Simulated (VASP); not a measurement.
# GaSb (I-4m2) in VASP: a series of runs

GaSb is run at these levels: PBEsol; tasks: single point.

Program: VASP 6.6.1. These are calculated values, not measurements. Logs are shortened: lines on timing, memory, paths and dates and some standing lists are left out, and cuts for length are marked.

## Step 1: The cell of the first run

It takes space group I-4m2 (No. 119, tetragonal). Conventional cell: a = 4.326 Å, b = 4.326 Å, c = 6.485 Å, α = 90.00°, β = 90.00°, γ = 90.00°. Ga (site symmetry -4m2) has 4 Sb at 2.70 Å within 3.6 Å. Sb (site symmetry -4m2) has 4 Ga at 2.70 Å within 3.6 Å.

## Step 2: Single point, PBEsol (strain +0.0600 x Voigt [1, 0, 0, 0, 0, 0])

Input file INCAR:

```
PREC = Accurate ; ENCUT = 520
EDIFF = 1E-7 ; ISMEAR = 0
SIGMA = 0.15 ; LREAL = False
LASPH = True ; NELM = 80
ALGO = Normal ; ISIF = 2
LWAVE = False ; LCHARG = False
GGA = PS ; NBANDS = 16
```

Input file KPOINTS:

```
regular mesh
0
Gamma
  14 14 14
```

Input file POSCAR:

```
GaSb
1.0
    0.0000000000      3.0590000000      3.0590000000
    3.2425400000      0.0000000000      3.0590000000
    3.2425400000      3.0590000000      0.0000000000
Ga Sb
1 1
Direct
    0.0000000000      0.0000000000      0.0000000000
    0.7500000000      0.7500000000      0.7500000000
```

Potentials or basis: VASP PAW PBE potentials, release 64 (Ga_d, Sb).

On the command line:

```console
> cat potpaw_PBE.64/Ga_d/POTCAR potpaw_PBE.64/Sb/POTCAR > POTCAR
> mpirun -np 1 vasp_std > vasp.out
```

OUTCAR:

```text
PREC = Accurate
   ENCUT = 520
   EDIFF = 1E-7
   ISMEAR = 0
   LREAL = False
   LASPH = True
   NELM = 80
   ISIF = 2
   GGA = PS

 ion  position               nearest neighbor table
   1  0.000  0.000  0.000-   2 2.70   2 2.70   2 2.70   2 2.70
   2  0.750  0.750  0.750-   1 2.70   1 2.70   1 2.70   1 2.70

  LATTYP: Found a body centered tetragonal cell.
 ALAT       =     4.3260792873
 C/A-ratio  =     1.4990663761

  Lattice vectors:

 A1 = (   3.2425400000,   0.0000000000,   3.0590000000)
 A2 = (   3.2425400000,   0.0000000000,  -3.0590000000)
 A3 = (  -3.2425400000,   3.0590000000,   0.0000000000)

Analysis of symmetry for initial positions (statically):
=====================================================================
 Subroutine PRICEL returns:
 Original cell was already a primitive cell.

 Routine SETGRP: Setting up the symmetry group for a
 body centered tetragonal supercell.

 Subroutine GETGRP returns: Found  8 space group operations
 (whereof  8 operations were pure point group operations)
 out of a pool of 16 trial point group operations.

The static configuration has the point symmetry D_2d.

Analysis of symmetry for dynamics (positions and initial velocities):
=====================================================================
 Subroutine PRICEL returns:
 Original cell was already a primitive cell.

 Routine SETGRP: Setting up the symmetry group for a
 body centered tetragonal supercell.

 Subroutine GETGRP returns: Found  8 space group operations
 (whereof  8 operations were pure point group operations)
 out of a pool of 16 trial point group operations.

The dynamic configuration has the point symmetry D_2d.

 Subroutine INISYM returns: Found  8 space group operations
 (whereof  8 operations are pure point group operations),
 and found     1 'primitive' translations

----------------------------------------------------------------------------------------

                                     Primitive cell

  volume of cell :      60.6840

  direct lattice vectors                    reciprocal lattice vectors
     0.000000000  3.059000000  3.059000000    -0.154200102  0.163452109  0.163452109
     3.242540000  0.000000000  3.059000000     0.154200102 -0.163452109  0.163452109
     3.242540000  3.059000000  0.000000000     0.154200102  0.163452109 -0.163452109

  length of vectors
     4.326079287  4.457751300  4.457751300     0.277868413  0.277868413  0.277868413

  position of ions in fractional coordinates (direct lattice)
     0.000000000  0.000000000  0.000000000
     0.750000000  0.750000000  0.750000000

  ion indices of the primitive-cell ions
   primitive index   ion index
                 1           1
                 2           2

----------------------------------------------------------------------------------------

 KPOINTS: regular mesh

Automatic generation of k-mesh.
 Grid dimensions read from file:
 generate k-points for:   14   14   14

 Generating k-lattice:

  Cartesian coordinates                     Fractional coordinates (reciprocal lattice)
    -0.011014293  0.011675151  0.011675151     0.071428571  0.000000000  0.000000000
     0.011014293 -0.011675151  0.011675151     0.000000000  0.071428571 -0.000000000
     0.011014293  0.011675151 -0.011675151     0.000000000 -0.000000000  0.071428571

  Length of vectors
     0.019847744  0.019847744  0.019847744

  Shift w.r.t. Gamma in fractional coordinates (k-lattice)
     0.000000000  0.000000000  0.000000000

 Subroutine IBZKPT returns following result:
 ===========================================

 Found    244 irreducible k-points:

 Following reciprocal coordinates:
            Coordinates               Weight
  0.000000  0.000000  0.000000      1.000000
  0.071429  0.000000  0.000000      8.000000
  0.142857  0.000000  0.000000      8.000000
  0.214286 -0.000000 -0.000000      8.000000
  0.285714  0.000000  0.000000      8.000000
  0.357143  0.000000  0.000000      8.000000
[... 16 lines left out ...]
  0.214286  0.142857 -0.000000     16.000000
  0.285714  0.142857  0.000000     16.000000
 [... further k-points ...]
   k-points           NKPTS =    244   k-points in BZ     NKDIM =    244   number of bands    NBANDS=     16
   number of dos      NEDOS =    301   number of ions     NIONS =      2
   total plane-waves  NPLWV =  41472
   dimension x,y,z NGX =    32 NGY =   36 NGZ =   36
   dimension x,y,z NGXF=    64 NGYF=   72 NGZF=   72
   ions per type =               1   1
   NGX,Y,Z   is equivalent  to a cutoff of  12.30, 13.43, 13.43 a.u.
   NGXF,Y,Z  is equivalent  to a cutoff of  24.59, 26.85, 26.85 a.u.
 SYSTEM =  unknown system
   PREC   = accura    normal or accurate (medium, high low for compatibility)
   ISTART =      0    job   : 0-new  1-cont  2-samecut
   ICHARG =      2    charge: 1-file 2-atom 10-const
   ISPIN  =      1    spin polarized calculation?
   LNONCOLLINEAR =      F non collinear calculations
   LSORBIT =      F    spin-orbit coupling
   LASPH  =      T    aspherical Exc in radial PAW
   ENCUT  =  520.0 eV  38.22 Ry    6.18 a.u.   8.04  8.29  8.29*2*pi/ulx,y,z
   NELM   =     80;   NELMIN=  2; NELMDL= -5     # of ELM steps
   EDIFF  = 0.1E-06   stopping-criterion for ELM
   LREAL  =      F    real-space projection
   EDIFFG = 0.1E-05   stopping-criterion for IOM
   NSW    =      0    number of steps for IOM
   IBRION =     -1    ionic relax: 0-MD 1-quasi-New 2-CG
   NFREE  =      0    steps in history (QN), initial steepest desc. (CG)
   ISIF   =      2    stress and relaxation
   ISYM   =      2    0-nonsym 1-usesym 2-fastsym
   POTIM  = 0.5000    time-step for ionic-motion
   TEBEG  =    0.0;   TEEND  =   0.0 temperature during run
   PSTRESS=    0.0 pullay stress
   NELECT =      18.0000    total number of electrons
   NUPDOWN=      -1.0000    fix difference up-down
   EMIN   =  10.00;   EMAX   =-10.00  energy-range for DOS
   EFERMI =   0.00;   METHOD = LEGACY
   ISMEAR =     0;   SIGMA  =   0.15  broadening in eV -4-tet -1-fermi 0-gaus
   EFERMI_NEDOS =   21; number of points for ismear=-14 and -15
   IALGO  =     38    algorithm
   IMIX   =      4    mixing-type and parameters
     AMIX     =   0.40;   BMIX     =  1.00
     AMIX_MAG =   1.60;   BMIX_MAG =  1.00
  volume/ion in A,a.u.               =      30.34       204.76
  Fermi-wavevector in a.u.,A,eV,Ry     =   1.091794  2.063192 16.218352  1.192015
  Thomas-Fermi vector in A             =   2.228047
   LORBIT       =      0    0 simple, 1 ext, 2 COOP (PROOUT), +10 PAW based schemes
   GGA     = PS    functional components
   LHFCALC =     F    Hartree Fock is set to
   AEXX    =    0.0000 exact exchange contribution
   IVDW    =     0    specifies the selected vdW correction
   LEPSILON=     F    determine dielectric tensor
   LRPA    =     F    only Hartree local field effects (RPA)
 non-spin polarized calculation
 Gauss-broadening in eV      SIGMA  =   0.15
  energy-cutoff  :      520.00
  volume of cell :       60.68
 maximum number of plane-waves:      1654
   NGX = 17   NGY = 17   NGZ = 17

 number of electron      17.9999998 magnetization

 Free energy of the ion-electron system (eV)
  ---------------------------------------------------
  ext. energy  EPLUGINS =         0.00000000
  ---------------------------------------------------
  free energy    TOTEN  =        -8.10534094 eV

  energy without entropy =       -8.10465340  energy(sigma->0) =       -8.10499717

 E-fermi :   4.2841     XC(G=0):  -9.0198

 val. band max:        4.2692578672   @ k =   0.0000   0.0000   0.0000
 cond. band min:       4.3473141174   @ k =   0.5000   0.0000   0.0000
 fundamental gap:      0.0780562502
 Fermi energy:         4.2841240141

 k-point     1 :       0.0000    0.0000    0.0000
  band No.  band energies     occupation
      1     -10.7417      2.00000
      2     -10.7337      2.00000
      3     -10.7337      2.00000
      4     -10.6985      2.00000
      5     -10.6915      2.00000
      6      -6.9525      2.00000
[... 8 lines left out ...]
     15      12.1044      0.00000
     16      12.7930      0.00000

 k-point     2 :       0.0714    0.0000    0.0000
  band No.  band energies     occupation
      1     -10.7417      2.00000
      2     -10.7343      2.00000
      3     -10.7332      2.00000
      4     -10.6986      2.00000
      5     -10.6914      2.00000
      6      -6.9035      2.00000
[... 8 lines left out ...]
     15      11.7554      0.00000
     16      12.6269      0.00000

 k-point     3 :       0.1429    0.0000    0.0000
  band No.  band energies     occupation
      1     -10.7425      2.00000
      2     -10.7352      2.00000
      3     -10.7319      2.00000
      4     -10.6989      2.00000
      5     -10.6914      2.00000
      6      -6.7586      2.00000
[... 8 lines left out ...]
     15      11.4403      0.00000
     16      12.0870      0.00000

 k-point     4 :       0.2143   -0.0000   -0.0000
  band No.  band energies     occupation
      1     -10.7457      2.00000
      2     -10.7345      2.00000
      3     -10.7301      2.00000
      4     -10.6991      2.00000
      5     -10.6912      2.00000
      6      -6.5257      2.00000
[... 8 lines left out ...]
     15      11.5594      0.00000
     16      11.8044      0.00000
[... 324 lines left out ...]
 k-point    22 :       0.1429    0.1429    0.0000
  band No.  band energies     occupation
      1     -10.7417      2.00000
      2     -10.7374      2.00000
      3     -10.7306      2.00000
      4     -10.6998      2.00000
      5     -10.6910      2.00000
      6      -6.6847      2.00000
[... 8 lines left out ...]
     15      11.1553      0.00000
     16      12.5331      0.00000

 k-point    23 :       0.2143    0.1429   -0.0000
  band No.  band energies     occupation
      1     -10.7459      2.00000
      2     -10.7350      2.00000
      3     -10.7290      2.00000
      4     -10.7005      2.00000
      5     -10.6907      2.00000
      6      -6.5074      2.00000
[... 8 lines left out ...]
     15      11.7906      0.00000
     16      12.5331      0.00000

 k-point    24 :       0.2857    0.1429    0.0000
  band No.  band energies     occupation
      1     -10.7505      2.00000
      2     -10.7325      2.00000
      3     -10.7273      2.00000
      4     -10.7010      2.00000
      5     -10.6904      2.00000
      6      -6.2486      2.00000
[... 8 lines left out ...]
     15      12.2514      0.00000
     16      12.7621      0.00000

 [... further k-points ...]

------------------------ aborting loop because EDIFF is reached ----------------------------------------

  FORCE on cell =-STRESS in cart. coord.  units (eV):
  Direction    XX          YY          ZZ          XY          YZ          ZX
  --------------------------------------------------------------------------------------
  -------------------------------------------------------------------------------------
  Total       -1.6977330     -0.6732766     -0.6732766      0.0000000      0.0000000      0.0000000
  in kB      -44.8234919    -17.7758265    -17.7758265      0.0000000      0.0000000      0.0000000
  external PRESSURE =     -26.7917150 kB  Pullay stress =       0.0000000 kB

 VOLUME and BASIS-vectors are now :
 -----------------------------------------------------------------------------
  energy-cutoff  :      520.00
  volume of cell :       60.68
      direct lattice vectors                 reciprocal lattice vectors
     0.000000000  3.059000000  3.059000000    -0.154200102  0.163452109  0.163452109
     3.242540000  0.000000000  3.059000000     0.154200102 -0.163452109  0.163452109
     3.242540000  3.059000000  0.000000000     0.154200102  0.163452109 -0.163452109

 POSITION                                       TOTAL-FORCE (eV/Angst)
 -----------------------------------------------------------------------------------
      0.00000      0.00000      0.00000        -0.000000      0.000000      0.000000
      4.86381      4.58850      4.58850         0.000000     -0.000000     -0.000000
 -----------------------------------------------------------------------------------
    total drift:                                0.000002     -0.000004     -0.000004

  FREE ENERGIE OF THE ION-ELECTRON SYSTEM (eV)
  ---------------------------------------------------
  free  energy   TOTEN  =        -8.1053409364 eV

  energy  without entropy=       -8.1046533987  energy(sigma->0) =       -8.10499717
```

Run time: 5.4 min. Hardware: 1 thread of Intel Xeon 8259CL, shared host; peak memory 0.38 GiB.

Results:

```yaml
Free_energy: -8.1053 eV
Pressure: -2.7 GPa
Band_gap_on_the_k_mesh: zero (filled and empty bands touch)
```

Stress tensor (GPa, compression positive):
```
-4.48  0.00  0.00
 0.00 -1.78  0.00
 0.00  0.00 -1.78
```

Levels at points of the mesh, in eV from the Fermi level:
```tsv
k point	band 5	band 6	band 7	band 8	band 9	band 10	band 11	band 12	band 13	band 14
(0.00, 0.00, 0.00)	-14.98	-11.24	-0.57	-0.36	-0.01	-0.01	2.60	2.60	2.77	5.45
(0.50, 0.00, 0.00)	-14.97	-9.75	-6.24	-1.41	-0.98	0.06	3.49	3.73	6.25	8.64
(0.50, 0.50, 0.00)	-14.97	-8.95	-6.61	-2.64	-2.59	0.63	1.03	7.99	8.05	9.25
(0.00, 0.50, 0.50)	-14.98	-9.13	-6.86	-2.29	-2.29	1.05	1.37	8.10	8.10	9.20
```

Caveat: the cell differs from its parent crystal (strain +0.0600 x Voigt [1, 0, 0, 0, 0, 0]); semilocal functionals underestimate gaps, and a narrow one can read as zero; the PAW data sets were made with another functional, which shifts forces and pressure a little; spin-orbit coupling is left out, which moves the levels of the heavy elements.

(Continued in part 2 of 2.)

The gap in the log of VASP goes by the Fermi energy; the results here count the filled bands.